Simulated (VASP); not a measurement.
# NaY16 (a cell with a defect) in VASP: single point with PBE+D3(BJ)

Aim: the single point of NaY16 (a cell with a defect) with PBE+D3(BJ).

All numbers are computed with VASP 6.6.1; they aren't measurements. Logs are shortened: lines on timing, memory, paths and dates and some standing lists are left out, and cuts for length are marked.

### Step 1. The cell of the first run

The cell holds a defect, 17 atoms: a = 7.300 Å, b = 6.322 Å, c = 11.468 Å, α = 90.00°, β = 90.00°, γ = 90.00°.

### Step 2. Single point, PBE+D3(BJ)

Input file INCAR:

```
SYSTEM = NaY16
PREC = Accurate
ENCUT = 520
EDIFF = 1E-7
ISMEAR = -1
SIGMA = 0.15
LREAL = Auto
LASPH = .True.
NELM = 100
ALGO = Normal
ISIF = 2
LWAVE = .False.
LCHARG = .True.
GGA = PE
IVDW = 12
LELF = .True.
LVHAR = .True.
NBANDS = 106
```

Input file KPOINTS:

```
Automatic mesh
0
Gamma
  2 2 1
  0 0 0
```

Input file POSCAR:

```
NaY16
1.0
   -3.6500000000     -6.3219850000      0.0000000000
    5.4750000000     -3.1609930000      0.0000000000
    0.0000000000      0.0000000000     11.4683000000
Y Na
16 1
Direct
    0.7530962393      0.4981312617     -0.0059541730
    0.5001931501      0.3448611296      0.2361162869
    0.7746013793      0.4766826343      0.4727622860
    0.4998930562      0.2772832160      0.7635428610
    0.5001968433     -0.0120363731      0.0134446806
    0.2472383113      0.8345979775      0.2554442935
    0.4999298755      0.0529151851      0.4852029194
    0.2236125902      0.8580849385      0.7773369623
    0.2471314377      0.4983132979     -0.0060529689
    0.0005870137      0.3187295552      0.2388723010
    0.2264367320      0.4774756210      0.4737168167
   -0.0000992336      0.3511825927      0.7357193039
    0.0006146219      0.0154501511      0.0125329361
    0.7530053339      0.8347526887      0.2553190520
   -0.0001243535     -0.0166375496      0.5140752290
    0.7773461233      0.8589091737      0.7782901568
    0.5016150794      0.6678031000      0.6278646568
```

Potentials or basis: VASP PAW PBE potentials, release 64 (Y_sv, Na_pv).

Launch:

```sh
cat potpaw_PBE.64/Y_sv/POTCAR potpaw_PBE.64/Na_pv/POTCAR > POTCAR
mpirun -np 1 vasp_std > vasp.out
```

OUTCAR:

```text
SYSTEM = NaY16
   PREC = Accurate
   ENCUT = 520
   EDIFF = 1E-7
   ISMEAR = -1
   LREAL = Auto
   LASPH = .True.
   NELM = 100
   ISIF = 2
   GGA = PE
   IVDW = 12
 IVDW          = 12

 ion  position               nearest neighbor table
   1  0.753  0.498  0.994-  16 3.37   2 3.47   4 3.51  10 3.53  13 3.55  12 3.59   9 3.61   5 3.61
                            14 3.68   9 3.69   5 3.72  13 3.74
   2  0.500  0.345  0.236-   7 3.40   5 3.41   1 3.47   9 3.47   3 3.47  11 3.48   6 3.61  14 3.61
                            10 3.65  10 3.66  14 3.72   6 3.72
   3  0.775  0.477  0.473-  17 2.93  11 3.30  10 3.30   7 3.35  14 3.37   2 3.47  12 3.53  15 3.56
                            15 3.63  11 4.00   4 4.09   7 4.16  16 4.26
   4  0.500  0.277  0.764-  17 2.92   8 3.33  16 3.34   5 3.40   7 3.49   9 3.51   1 3.51  12 3.69
                            12 3.69  11 4.08   3 4.09   8 4.19  16 4.20
   5  0.500  0.988  0.013-   4 3.40   2 3.41  16 3.47  14 3.47   6 3.47   8 3.48   9 3.61   1 3.61
                            13 3.65  13 3.66   1 3.72   9 3.72
   6  0.247  0.835  0.255-  11 3.37   5 3.47   7 3.50  13 3.51  10 3.56  15 3.60  14 3.61   2 3.61
                             9 3.68  14 3.69   2 3.72  10 3.73
   7  0.500  0.053  0.485-  17 2.93  11 3.35   3 3.35   2 3.40   4 3.49   6 3.50  14 3.50  15 3.69
                            15 3.69   8 4.10  16 4.11  11 4.15   3 4.16
   8  0.224  0.858  0.777-  17 2.92  16 3.26  13 3.30   4 3.33   9 3.37   5 3.48  15 3.52  12 3.55
                            12 3.63  16 4.04   7 4.10   4 4.19  11 4.23
   9  0.247  0.498  0.994-   8 3.37   2 3.47   4 3.51  10 3.52  13 3.55  12 3.59   1 3.61   5 3.61
                             6 3.68   1 3.69   5 3.72  13 3.74
  10  0.001  0.319  0.239-  13 3.23   3 3.30  11 3.31   9 3.52   1 3.53   6 3.56  14 3.56   2 3.65
                             2 3.66   6 3.73  14 3.73  15 3.80
  11  0.226  0.477  0.474-  17 2.93   3 3.30  10 3.31   7 3.35   6 3.37   2 3.48  12 3.52  15 3.56
                            15 3.63   3 4.00   4 4.08   7 4.15   8 4.23
  12  1.000  0.351  0.736-  15 3.45  11 3.52   3 3.53  16 3.54   8 3.55   1 3.59   9 3.59   8 3.63
                            16 3.63   4 3.69   4 3.69  13 3.82
  13  0.001  0.015  0.013-  10 3.23  16 3.29   8 3.30   6 3.51  14 3.51   9 3.55   1 3.55   5 3.65
                             5 3.66   9 3.74   1 3.74  12 3.82
  14  0.753  0.835  0.255-   3 3.37   5 3.47   7 3.50  13 3.51  10 3.56  15 3.60   6 3.61   2 3.61
                             1 3.68   6 3.69   2 3.72  10 3.73
  15  1.000  0.983  0.514-  12 3.45   8 3.52  16 3.53   3 3.56  11 3.56  14 3.60   6 3.60  11 3.63
                             3 3.63   7 3.69   7 3.69  10 3.80
  16  0.777  0.859  0.778-  17 2.91   8 3.26  13 3.29   4 3.34   1 3.37   5 3.47  15 3.53  12 3.54
                            12 3.63   8 4.04   7 4.11   4 4.20   3 4.26
  17  0.502  0.668  0.628-  16 2.91   8 2.92   4 2.92   3 2.93   7 2.93  11 2.93

  LATTYP: Found a simple orthorhombic cell.
 ALAT       =     6.3219855857
 B/A-ratio  =     1.1547004518
 C/A-ratio  =     1.8140345062

  Lattice vectors:

 A1 = (  -5.4750000000,   3.1609930000,   0.0000000000)
 A2 = (  -3.6500000000,  -6.3219850000,   0.0000000000)
 A3 = (   0.0000000000,   0.0000000000,  11.4683000000)

Analysis of symmetry for initial positions (statically):
[... 151 lines left out ...]
   IALGO  =     38    algorithm
   IMIX   =      4    mixing-type and parameters
     AMIX     =   0.40;   BMIX     =  1.00
     AMIX_MAG =   1.60;   BMIX_MAG =  1.00
  volume/ion in A,a.u.               =      31.13       210.10
  Fermi-wavevector in a.u.,A,eV,Ry     =   1.149035  2.171362 17.963531  1.320282
  Thomas-Fermi vector in A             =   2.285707
   LORBIT       =      0    0 simple, 1 ext, 2 COOP (PROOUT), +10 PAW based schemes
   GGA     = PE    functional components
   LHFCALC =     F    Hartree Fock is set to
   AEXX    =    0.0000 exact exchange contribution
   IVDW    =    12    specifies the selected vdW correction
   LEPSILON=     F    determine dielectric tensor
   LRPA    =     F    only Hartree local field effects (RPA)
 non-spin polarized calculation
  energy-cutoff  :      520.00
  volume of cell :      529.27
 maximum number of plane-waves:     14300
   NGX = 27   NGY = 23   NGZ = 43

 number of electron     182.9999999 magnetization

 Free energy of the ion-electron system (eV)
  ---------------------------------------------------
  ext. energy  EPLUGINS =         0.00000000
  ---------------------------------------------------
  free energy    TOTEN  =      -102.25135227 eV

  energy without entropy =     -100.14758172  energy(sigma->0) =     -101.19946700

 E-fermi :   3.1283     XC(G=0):  -9.4955

 val. band max:        3.1044990985   @ k =  -0.0000   0.5000   0.0000
 cond. band min:       3.1451093296   @ k =   0.5000   0.5000   0.0000
 fundamental gap:      0.0406102311
 Fermi energy:         3.1282983656

 k-point     1 :       0.0000    0.0000    0.0000
  band No.  band energies     occupation
      1     -39.5683      2.00000
      2     -39.5511      2.00000
      3     -39.5296      2.00000
      4     -39.5148      2.00000
      5     -39.5114      2.00000
      6     -39.5007      2.00000
[... 413 lines left out ...]
    102       3.9927      0.00627
    103       4.0141      0.00544
 [bands above 103 left out]

------------------------ aborting loop because EDIFF is reached ----------------------------------------

 Edisp (eV)   -5.80540

 E8    (eV) :    -3.0538

  FORCE on cell =-STRESS in cart. coord.  units (eV):
  Direction    XX          YY          ZZ          XY          YZ          ZX
  --------------------------------------------------------------------------------------
  -------------------------------------------------------------------------------------
  Total       1.91946     1.28169     0.41494    -0.55524    -0.13519     0.23057
  in kB       5.81052     3.87988     1.25610    -1.68079    -0.40925     0.69797
  external pressure =        3.65 kB  Pullay stress =        0.00 kB

 VOLUME and BASIS-vectors are now :
 -----------------------------------------------------------------------------
  energy-cutoff  :      520.00
  volume of cell :      529.27
      direct lattice vectors                 reciprocal lattice vectors
    -3.650000000 -6.321985000  0.000000000    -0.068493159 -0.118633621  0.000000000
     5.475000000 -3.160993000  0.000000000     0.136986296 -0.079089080  0.000000000
     0.000000000  0.000000000 11.468300000     0.000000000  0.000000000  0.087196882

 POSITION                                       TOTAL-FORCE (eV/Angst)
 -----------------------------------------------------------------------------------
     -0.02153     -6.33565     11.40002        -0.017011     -0.018664     -0.002440
      0.06241     -4.25232      2.70785        -0.010015      0.006538      0.013760
     -0.21746     -6.40381      5.42178        -0.003948     -0.017274      0.006890
     -0.30648     -4.03681      8.75654         0.003901     -0.002217     -0.052996
      3.58338     -6.28518      0.15419         0.011969     -0.005627     -0.016823
      3.66700     -4.20120      2.92951         0.009471      0.018390      0.001484
[... 9 lines left out ...]
      1.86521     -7.62938      8.92567        -0.010650     -0.003039     -0.007276
      1.82533     -5.28212      7.20054        -0.000549     -0.010661      0.004495
 -----------------------------------------------------------------------------------
    total drift:                               -0.001201     -0.001446     -0.001423

  FREE ENERGIE OF THE ION-ELECTRON SYSTEM (eV)
  ---------------------------------------------------
  free  energy   TOTEN  =      -108.0567482922 eV

  energy  without entropy=     -105.9529777409  energy(sigma->0) =     -107.00486302
```

OSZICAR:

```text
N       E                     dE             d eps       ncg     rms          rms(c)
DAV:   1     0.130523660669E+04    0.13052E+04   -0.89801E+04   848   0.167E+03
DAV:   2     0.509117971196E+02   -0.12543E+04   -0.12243E+04   890   0.451E+02
DAV:   3    -0.809030846583E+02   -0.13181E+03   -0.12639E+03  1296   0.932E+01
DAV:   4    -0.103570476116E+03   -0.22667E+02   -0.22099E+02  1360   0.302E+01
[... 30 lines left out ...]
DAV:  35    -0.102251351814E+03   -0.17862E-06   -0.17892E-06   504   0.666E-05    0.311E-04
DAV:  36    -0.102251351962E+03   -0.14773E-06   -0.14777E-06   496   0.449E-05    0.341E-04
DAV:  37    -0.102251352085E+03   -0.12245E-06   -0.12254E-06   496   0.338E-05    0.346E-04
DAV:  38    -0.102251352188E+03   -0.10298E-06   -0.10293E-06   496   0.304E-05    0.368E-04
DAV:  39    -0.102251352275E+03   -0.87395E-07   -0.87223E-07   496   0.253E-05
   1 F= -.10805675E+03 E0= -.10700486E+03  d E =-.210377E+01
```

stdout:

```text
POSCAR found type information on POSCAR Y Na
 POSCAR found :  2 types and      17 ions
 scaLAPACK will be used
 LDA part: xc-table for (Slater+PW92), standard interpolation
 POSCAR, INCAR and KPOINTS ok, starting setup
 FFT: planning ... GRIDC
 FFT: planning ... GRID_SOFT
 FFT: planning ... GRID
 WAVECAR not read
 entering main loop
```

Run time: 10 min. Hardware: 1 thread of Intel Xeon 6975P-C (Granite Rapids), shared host; peak memory 0.59 GiB.

Results:

```yaml
Free_energy: -108.0567 eV
Pressure: 0.4 GPa
Largest_force: 0.062 eV/Å
Band_gap_on_the_k_mesh: zero (an odd number of electrons rules out a gap without spin polarisation)
Dispersion_energy_per_atom: -0.341 eV
```

Forces in eV/Å, atoms in the order of the input:
```
Y   -0.017 -0.019 -0.002
Y   -0.010  0.007  0.014
Y   -0.004 -0.017  0.007
Y    0.004 -0.002 -0.053
Y    0.012 -0.006 -0.017
Y    0.009  0.018  0.001
Y   -0.005  0.004  0.056
Y    0.001  0.012  0.000
Y    0.012  0.020 -0.003
Y    0.029 -0.017  0.052
Y    0.012  0.018 -0.002
Y    0.030 -0.016 -0.037
Y   -0.031  0.018 -0.051
Y   -0.007 -0.022  0.001
Y   -0.024  0.015  0.038
Y   -0.011 -0.003 -0.007
Na  -0.001 -0.011  0.004
```

Stress tensor (GPa, compression positive):
```
 0.58 -0.17  0.07
-0.17  0.39 -0.04
 0.07 -0.04  0.13
```

Levels at points of the mesh, in eV from the Fermi level:
```csv
k point,band 89,band 90,band 91,band 92,band 93,band 94,band 95,band 96
"(0.00, 0.00, 0.00)",-0.19,-0.18,-0.08,-0.07,0.06,0.20,0.23,0.23
"(0.50, 0.00, 0.00)",-0.17,-0.12,-0.11,0.03,0.16,0.17,0.23,0.29
"(0.00, 0.50, 0.00)",-0.13,-0.12,-0.10,-0.02,0.13,0.19,0.24,0.25
"(0.50, 0.50, 0.00)",-0.16,-0.11,-0.10,-0.05,-0.03,0.02,0.08,0.16
```

Caveat: the k points lie up to 0.55 Å⁻¹ apart, too coarse for converged energies and pressures of a metal.

The gap in the log of VASP goes by the Fermi energy; the results here count the filled bands.